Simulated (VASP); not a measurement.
# BaTiO3 (Pm-3m) in VASP: further runs

Runs on BaTiO3. Level: r2SCAN+U. Tasks: single point, relaxation of cell and atoms.

All numbers are computed with VASP 6.6.1; they aren't measurements. Logs are shortened: lines on timing, memory, paths and dates and some standing lists are left out, and cuts for length are marked.

**1. The cell of the first run**

It takes space group Pm-3m (No. 221, cubic). The conventional cell has a = 4.004 Å, b = 4.004 Å, c = 4.004 Å, α = 90.00°, β = 90.00°, γ = 90.00°. Ba (site symmetry m-3m) has 12 O at 2.83 Å and 8 Ti at 3.47 Å within 3.7 Å. Within 2.7 Å of Ti (site symmetry m-3m) lie 6 O at 2.00 Å. Within 2.7 Å of O (site symmetry 4/mmm) lie 2 Ti at 2.00 Å.

**2. Single point, r2SCAN+U**

The input, POSCAR:

```
BaTiO3
1.0
    4.0039724072      0.0000000000      0.0000000000
    0.0000000000      4.0039724072      0.0000000000
    0.0000000000      0.0000000000      4.0039724072
Ba Ti O
1 1 3
Direct
    0.5000000000      0.5000000000      0.5000000000
    0.0000000000      0.0000000000      0.0000000000
    0.5000000000      0.0000000000      0.0000000000
    0.0000000000      0.5000000000      0.0000000000
    0.0000000000      0.0000000000      0.5000000000
```

The input, INCAR.step1:

```
SYSTEM = BaTiO3
PREC = Accurate
ENCUT = 520
ISMEAR = 0
SIGMA = 0.02
LREAL = .FALSE.
LASPH = .TRUE.
NELM = 150
LMAXMIX = 4
LDAU = .TRUE.
LDAUTYPE = 2
LDAUL = -1 2 -1
LDAUU = 0 4 0
LDAUJ = 0 0 0
NBANDS = 28
GGA = PE
ALGO = Normal
EDIFF = 1E-4
LWAVE = .TRUE.
LCHARG = .FALSE.
```

The input, INCAR.step2:

```
SYSTEM = BaTiO3
PREC = Accurate
ENCUT = 520
EDIFF = 1E-6
ISMEAR = 0
SIGMA = 0.02
LREAL = .FALSE.
LASPH = .TRUE.
NELM = 150
ALGO = Normal
ISIF = 2
LWAVE = .FALSE.
LCHARG = .TRUE.
LMAXMIX = 4
LDAU = .TRUE.
LDAUTYPE = 2
LDAUL = -1 2 -1
LDAUU = 0 4 0
LDAUJ = 0 0 0
LDAUPRINT = 1
METAGGA = R2SCAN
LMIXTAU = .TRUE.
LELF = .TRUE.
LVHAR = .TRUE.
NBANDS = 28
ISTART = 1
```

The input, KPOINTS:

```
Automatic mesh
0
G
  6 6 6
  0 0 0
```

Potentials or basis: VASP PAW PBE potentials, release 64 (Ba_sv, Ti_sv, O).

Started as:

```bash
cat potpaw_PBE.64/Ba_sv/POTCAR potpaw_PBE.64/Ti_sv/POTCAR potpaw_PBE.64/O/POTCAR > POTCAR
cp INCAR.step1 INCAR
mpirun -np 1 vasp_std > vasp.out
cp INCAR.step2 INCAR
mpirun -np 1 vasp_std > vasp.out
```

OUTCAR:

```text
SYSTEM = BaTiO3
   PREC = Accurate
   ENCUT = 520
   EDIFF = 1E-6
   ISMEAR = 0
   LREAL = .FALSE.
   LASPH = .TRUE.
   NELM = 150
   ISIF = 2
   METAGGA = R2SCAN
   ISTART = 1

 ion  position               nearest neighbor table
   1  0.500  0.500  0.500-   3 2.83   4 2.83   5 2.83   3 2.83   4 2.83   3 2.83   5 2.83   3 2.83
                             4 2.83   5 2.83   4 2.83   5 2.83   2 3.47   2 3.47   2 3.47   2 3.47
   2  0.000  0.000  0.000-   3 2.00   4 2.00   5 2.00   5 2.00   4 2.00   3 2.00   1 3.47   1 3.47
                             1 3.47   1 3.47   1 3.47   1 3.47   1 3.47   1 3.47
   3  0.500  0.000  0.000-   2 2.00   2 2.00   1 2.83   1 2.83   1 2.83   1 2.83
   4  0.000  0.500  0.000-   2 2.00   2 2.00   1 2.83   1 2.83   1 2.83   1 2.83
   5  0.000  0.000  0.500-   2 2.00   2 2.00   1 2.83   1 2.83   1 2.83   1 2.83

  LATTYP: Found a simple cubic cell.
 ALAT       =     4.0039724072

  Lattice vectors:

 A1 = (   4.0039724072,   0.0000000000,   0.0000000000)
 A2 = (   0.0000000000,   4.0039724072,   0.0000000000)
 A3 = (   0.0000000000,   0.0000000000,   4.0039724072)

Analysis of symmetry for initial positions (statically):
=====================================================================
 Subroutine PRICEL returns:
 Original cell was already a primitive cell.

 Routine SETGRP: Setting up the symmetry group for a
 simple cubic supercell.

 Subroutine GETGRP returns: Found 48 space group operations
 (whereof 48 operations were pure point group operations)
 out of a pool of 48 trial point group operations.

The static configuration has the point symmetry O_h .

Analysis of symmetry for dynamics (positions and initial velocities):
=====================================================================
 Subroutine PRICEL returns:
 Original cell was already a primitive cell.

 Routine SETGRP: Setting up the symmetry group for a
 simple cubic supercell.

 Subroutine GETGRP returns: Found 48 space group operations
 (whereof 48 operations were pure point group operations)
 out of a pool of 48 trial point group operations.

The dynamic configuration has the point symmetry O_h .

 Subroutine INISYM returns: Found 48 space group operations
 (whereof 48 operations are pure point group operations),
 and found     1 'primitive' translations

----------------------------------------------------------------------------------------

                                     Primitive cell

  volume of cell :      64.1909

  direct lattice vectors                    reciprocal lattice vectors
     4.003972407  0.000000000  0.000000000     0.249751971  0.000000000  0.000000000
     0.000000000  4.003972407  0.000000000     0.000000000  0.249751971  0.000000000
     0.000000000  0.000000000  4.003972407     0.000000000  0.000000000  0.249751971

  length of vectors
     4.003972407  4.003972407  4.003972407     0.249751971  0.249751971  0.249751971

  position of ions in fractional coordinates (direct lattice)
     0.500000000  0.500000000  0.500000000
     0.000000000  0.000000000  0.000000000
     0.500000000  0.000000000  0.000000000
     0.000000000  0.500000000  0.000000000
     0.000000000  0.000000000  0.500000000

  ion indices of the primitive-cell ions
   primitive index   ion index
                 1           1
                 2           2
                 3           3
                 4           4
                 5           5

----------------------------------------------------------------------------------------

 KPOINTS: Automatic mesh
[... 52 lines left out ...]
   NGXF,Y,Z  is equivalent  to a cutoff of  24.91, 24.91, 24.91 a.u.
 SYSTEM =  BaTiO3
   PREC   = accura    normal or accurate (medium, high low for compatibility)
   ISTART =      1    job   : 0-new  1-cont  2-samecut
   ICHARG =      0    charge: 1-file 2-atom 10-const
   ISPIN  =      1    spin polarized calculation?
   LNONCOLLINEAR =      F non collinear calculations
   LSORBIT =      F    spin-orbit coupling
   LASPH  =      T    aspherical Exc in radial PAW
   ENCUT  =  520.0 eV  38.22 Ry    6.18 a.u.   7.44  7.44  7.44*2*pi/ulx,y,z
   NELM   =    150;   NELMIN=  2; NELMDL=  0     # of ELM steps
   EDIFF  = 0.1E-05   stopping-criterion for ELM
   LREAL  =      F    real-space projection
   EDIFFG = 0.1E-04   stopping-criterion for IOM
   NSW    =      0    number of steps for IOM
   IBRION =     -1    ionic relax: 0-MD 1-quasi-New 2-CG
   NFREE  =      0    steps in history (QN), initial steepest desc. (CG)
   ISIF   =      2    stress and relaxation
   ISYM   =      2    0-nonsym 1-usesym 2-fastsym
   POTIM  = 0.5000    time-step for ionic-motion
   TEBEG  =    0.0;   TEEND  =   0.0 temperature during run
   PSTRESS=    0.0 pullay stress
   NELECT =      40.0000    total number of electrons
   NUPDOWN=      -1.0000    fix difference up-down
   EMIN   =  10.00;   EMAX   =-10.00  energy-range for DOS
   EFERMI =   0.00;   METHOD = LEGACY
   ISMEAR =     0;   SIGMA  =   0.02  broadening in eV -4-tet -1-fermi 0-gaus
   EFERMI_NEDOS =   21; number of points for ismear=-14 and -15
   IALGO  =     38    algorithm
   IMIX   =      4    mixing-type and parameters
     AMIX     =   0.40;   BMIX     =  1.00
     AMIX_MAG =   1.60;   BMIX_MAG =  1.00
  volume/ion in A,a.u.               =      12.84        86.64
  Fermi-wavevector in a.u.,A,eV,Ry     =   1.398311  2.642425 26.603110  1.955273
  Thomas-Fermi vector in A             =   2.521481
   LORBIT       =      0    0 simple, 1 ext, 2 COOP (PROOUT), +10 PAW based schemes
 LDA+U is selected, type is set to LDAUTYPE =  2
   angular momentum for each species LDAUL =    -1    2   -1
   U (eV)           for each species LDAUU =   0.0  4.0  0.0
   J (eV)           for each species LDAUJ =   0.0  0.0  0.0
   METAGGA = R2SCAN    functional components
   LHFCALC =     F    Hartree Fock is set to
   AEXX    =    0.0000 exact exchange contribution
   IVDW    =     0    specifies the selected vdW correction
   LEPSILON=     F    determine dielectric tensor
   LRPA    =     F    only Hartree local field effects (RPA)
 non-spin polarized calculation
 Gauss-broadening in eV      SIGMA  =   0.02
  energy-cutoff  :      520.00
  volume of cell :       64.19
 maximum number of plane-waves:      1755
 NGX is ok and might be reduce to    30
   NGX = 15   NGY = 15   NGZ = 15

atom =   2  type =  2  l = 2

 onsite density matrix

spin component  1

  0.0949  0.0000 -0.0000  0.0000 -0.0000
  0.0000  0.0949  0.0000  0.0000  0.0000
 -0.0000  0.0000  0.2339  0.0000 -0.0000
  0.0000  0.0000  0.0000  0.0949 -0.0000
 -0.0000  0.0000 -0.0000 -0.0000  0.2339

spin component  2

  0.0949  0.0000 -0.0000  0.0000 -0.0000
  0.0000  0.0949  0.0000  0.0000  0.0000
 -0.0000  0.0000  0.2339  0.0000 -0.0000
  0.0000  0.0000  0.0000  0.0949 -0.0000
 -0.0000  0.0000 -0.0000 -0.0000  0.2339

 occupancies and eigenvectors

  o =  0.0949  v =  1.0000  0.0000  0.0000  0.0000  0.0000  0.0000  0.0000  0.0000  0.0000  0.0000      0.0000  0.0000  0.0000  0.0000  0.0000  0.0000  0.0000  0.0000  0.0000  0.0000
  o =  0.0949  v =  0.0000  0.0000  0.0000  0.0000  0.0000  1.0000  0.0000  0.0000  0.0000  0.0000      0.0000  0.0000  0.0000  0.0000  0.0000  0.0000  0.0000  0.0000  0.0000  0.0000
  o =  0.0949  v =  0.0000 -0.3483 -0.0000  0.9374  0.0000  0.0000  0.0000  0.0000  0.0000  0.0000      0.0000  0.0000  0.0000  0.0000  0.0000  0.0000  0.0000  0.0000  0.0000  0.0000
  o =  0.0949  v =  0.0000  0.0000  0.0000  0.0000  0.0000  0.0000 -0.3483 -0.0000  0.9374  0.0000      0.0000  0.0000  0.0000  0.0000  0.0000  0.0000  0.0000  0.0000  0.0000  0.0000
  o =  0.0949  v =  0.0000  0.9374  0.0000  0.3483 -0.0000  0.0000  0.0000  0.0000  0.0000  0.0000      0.0000  0.0000  0.0000  0.0000  0.0000  0.0000  0.0000  0.0000  0.0000  0.0000
  o =  0.0949  v =  0.0000  0.0000  0.0000  0.0000  0.0000  0.0000  0.9374  0.0000  0.3483 -0.0000      0.0000  0.0000  0.0000  0.0000  0.0000  0.0000  0.0000  0.0000  0.0000  0.0000
  o =  0.2339  v =  0.0000  0.0000  0.0000  0.0000  0.0000  0.0000  0.0000 -0.0037 -0.0000  1.0000      0.0000  0.0000  0.0000  0.0000  0.0000  0.0000  0.0000  0.0000  0.0000  0.0000
  o =  0.2339  v =  0.0000  0.0000 -0.0037 -0.0000  1.0000  0.0000  0.0000  0.0000  0.0000  0.0000      0.0000  0.0000  0.0000  0.0000  0.0000  0.0000  0.0000  0.0000  0.0000  0.0000
  o =  0.2339  v =  0.0000  0.0000  0.0000  0.0000  0.0000  0.0000 -0.0000 -1.0000 -0.0000 -0.0037      0.0000  0.0000  0.0000  0.0000  0.0000  0.0000  0.0000  0.0000  0.0000  0.0000
  o =  0.2339  v =  0.0000 -0.0000 -1.0000 -0.0000 -0.0037  0.0000  0.0000  0.0000  0.0000  0.0000      0.0000  0.0000  0.0000  0.0000  0.0000  0.0000  0.0000  0.0000  0.0000  0.0000

 number of electron      39.9999976 magnetization

 Free energy of the ion-electron system (eV)
  ---------------------------------------------------
  ext. energy  EPLUGINS =         0.00000000
  ---------------------------------------------------
  free energy    TOTEN  =       -71.66155572 eV

  energy without entropy =      -71.66155572  energy(sigma->0) =      -71.66155572

 E-fermi :   3.8649     XC(G=0): -11.9188

 val. band max:        3.6587391754   @ k =   0.5000   0.5000   0.5000
 cond. band min:       6.3218156422   @ k =   0.0000   0.0000   0.0000
 fundamental gap:      2.6630764668
 Fermi energy:         3.8648653704

 k-point     1 :       0.0000    0.0000    0.0000
  band No.  band energies     occupation
      1     -56.2977      2.00000
      2     -31.4028      2.00000
      3     -31.4028      2.00000
      4     -31.4027      2.00000
      5     -21.8205      2.00000
      6     -14.2553      2.00000
[... 609 lines left out ...]
     27      11.7378      0.00000
     28      11.7378      0.00000

------------------------ aborting loop because EDIFF is reached ----------------------------------------

  FORCE on cell =-STRESS in cart. coord.  units (eV):
  Direction    XX          YY          ZZ          XY          YZ          ZX
  --------------------------------------------------------------------------------------
  -------------------------------------------------------------------------------------
  Total        1.5301020      1.5301020      1.5301020     -0.0000000      0.0000000      0.0000000
  in kB       38.1907092     38.1907092     38.1907092     -0.0000000      0.0000000      0.0000000
  external PRESSURE =      38.1907092 kB  Pullay stress =       0.0000000 kB

 VOLUME and BASIS-vectors are now :
 -----------------------------------------------------------------------------
  energy-cutoff  :      520.00
  volume of cell :       64.19
      direct lattice vectors                 reciprocal lattice vectors
     4.003972407  0.000000000  0.000000000     0.249751971  0.000000000  0.000000000
     0.000000000  4.003972407  0.000000000     0.000000000  0.249751971  0.000000000
     0.000000000  0.000000000  4.003972407     0.000000000  0.000000000  0.249751971

 POSITION                                       TOTAL-FORCE (eV/Angst)
 -----------------------------------------------------------------------------------
      2.00199      2.00199      2.00199         0.000000      0.000000      0.000000
      0.00000      0.00000      0.00000         0.000000      0.000000      0.000000
      2.00199      0.00000      0.00000         0.000000      0.000000      0.000000
      0.00000      2.00199      0.00000         0.000000      0.000000      0.000000
      0.00000      0.00000      2.00199         0.000000      0.000000      0.000000
 -----------------------------------------------------------------------------------
    total drift:                                0.000000     -0.000000      0.000000

  FREE ENERGIE OF THE ION-ELECTRON SYSTEM (eV)
  ---------------------------------------------------
  free  energy   TOTEN  =       -71.6615557235 eV

  energy  without entropy=      -71.6615557235  energy(sigma->0) =      -71.66155572
```

Run time: 80 s. Hardware: 1 thread of Intel Xeon Platinum 8488C (Sapphire Rapids), shared host; peak memory 0.19 GiB.

Results:

| Quantity | Value |
| --- | --- |
| Free energy | -71.6616 eV |
| Pressure | 3.8 GPa |
| Band gap on the k mesh | 2.66 eV, indirect (least direct gap 2.86 eV) |

Eigenvalues of the final occupation matrices:
| site | spin | trace | eigenvalues |
| --- | --- | --- | --- |
| site 2 d | 1 | 0.75 | 0.09 0.09 0.09 0.23 0.23 |
| site 2 d | 2 | 0.75 | 0.09 0.09 0.09 0.23 0.23 |

Caveat: the PAW data sets were made with another functional, which shifts forces and pressure a little; spin-orbit coupling is left out, which moves the levels of the heavy elements.

**3. Relaxation of cell and atoms, r2SCAN+U**

This run uses another cell than the first one, of 12.87 Å³/atom, 1.003 times its volume.

POSCAR: that of step 2 with these lines changed.

```diff
@@ -2,5 +2,5 @@
 1.0
-    4.0039724072      0.0000000000      0.0000000000
-    0.0000000000      4.0039724072      0.0000000000
-    0.0000000000      0.0000000000      4.0039724072
+    4.0076816357      0.0000000000      0.0000000000
+    0.0000000000      4.0076816357      0.0000000000
+    0.0000000000      0.0000000000      4.0076816357
 Ba Ti O
```

The input, INCAR.step1:

```
PREC = Accurate ; ENCUT = 600
ISMEAR = 0 ; SIGMA = 0.02
LREAL = False ; LASPH = True
NELM = 150 ; LMAXMIX = 4
LDAU = True ; LDAUTYPE = 2
LDAUL = -1 2 -1 ; LDAUU = 0 4 0
LDAUJ = 0 0 0 ; GGA = PE
ALGO = Normal ; EDIFF = 1E-4
LWAVE = True ; LCHARG = False
```

The input, INCAR.step2:

```
PREC = Accurate ; ENCUT = 600
EDIFF = 1E-7 ; ISMEAR = 0
SIGMA = 0.02 ; LREAL = False
LASPH = True ; NELM = 150
ALGO = Normal ; ISIF = 3
LWAVE = False ; LCHARG = False
LMAXMIX = 4 ; LDAU = True
LDAUTYPE = 2 ; LDAUL = -1 2 -1
LDAUU = 0 4 0 ; LDAUJ = 0 0 0
LDAUPRINT = 1 ; METAGGA = R2SCAN
LMIXTAU = True ; IBRION = 2
NSW = 100 ; EDIFFG = -0.005
ISTART = 1
```

The input, KPOINTS:

```
Automatic mesh
0
Gamma
  6 6 6
```

Potentials or basis: VASP PAW PBE potentials, release 64 (Ba_sv, Ti_sv, O).

Started as:

```bash
cat potpaw_PBE.64/Ba_sv/POTCAR potpaw_PBE.64/Ti_sv/POTCAR potpaw_PBE.64/O/POTCAR > POTCAR
cp INCAR.step1 INCAR
mpirun -np 1 vasp_std > vasp.out
cp INCAR.step2 INCAR
mpirun -np 1 vasp_std > vasp.out
```

Run time: 2.5 min. Hardware: 1 thread of Intel Xeon 6975P-C (Granite Rapids), shared host; peak memory 0.22 GiB.

The run converged. Its results:

| Item | Value |
| --- | --- |
| Free energy | -71.6848 eV |
| Relaxed volume | 13.10 Å³/atom |
| Relaxed cell | a = 4.031 Å, b = 4.031 Å, c = 4.031 Å, α = 90.00°, β = 90.00°, γ = 90.00° |
| Space group after relaxing (to 0.05 Å) | Pm-3m (No. 221) |
| Energy gained by relaxing | 2.2 meV/atom |
| Ionic steps | 3 |
| Pressure after relaxing | 0.0 GPa |
| Band gap on the k mesh | 2.61 eV, indirect (least direct gap 2.82 eV) |

The path:
| step | energy change (eV) | largest force (eV/Å) | pressure (GPa) | volume (Å³) |
| --- | --- | --- | --- | --- |
| 1 | 0.0000 | 0.0000 | 3.16 | 64.37 |
| 2 | 0.0024 | 0.0000 | -3.24 | 66.77 |
| 3 | -0.0108 | 0.0000 | 0.00 | 65.49 |

Final structure:
```
Ba Ti O
1.0
     4.03081    0.00000    0.00000
     0.00000    4.03081    0.00000
     0.00000    0.00000    4.03081
Ba Ti O
1 1 3
Cartesian
  2.0154 2.0154 2.0154
  0.0000 0.0000 0.0000
  2.0154 0.0000 0.0000
  0.0000 2.0154 0.0000
  0.0000 0.0000 2.0154
```

Levels at points of the mesh, in eV from the valence-band top:
```tsv
k point	band 18	band 19	band 20	band 21	band 22	band 23
(0.00, 0.00, 0.00)	-0.21	-0.21	-0.21	2.61	2.61	2.61
(0.50, 0.00, 0.00)	-1.71	-0.81	-0.81	2.78	4.10	4.23
(0.50, 0.50, 0.00)	-0.91	-0.91	-0.09	4.24	4.24	4.69
(0.50, 0.50, 0.50)	0.00	0.00	0.00	4.90	4.90	4.90
```

Eigenvalues of the final occupation matrices:
```csv
site,spin,trace,eigenvalues
site 2 d,1,0.74,0.09 0.09 0.09 0.23 0.23
site 2 d,2,0.74,0.09 0.09 0.09 0.23 0.23
```

Caveat: the PAW data sets were made with another functional, which shifts forces and pressure a little; spin-orbit coupling is left out, which moves the levels of the heavy elements. A k mesh can miss the band edges.
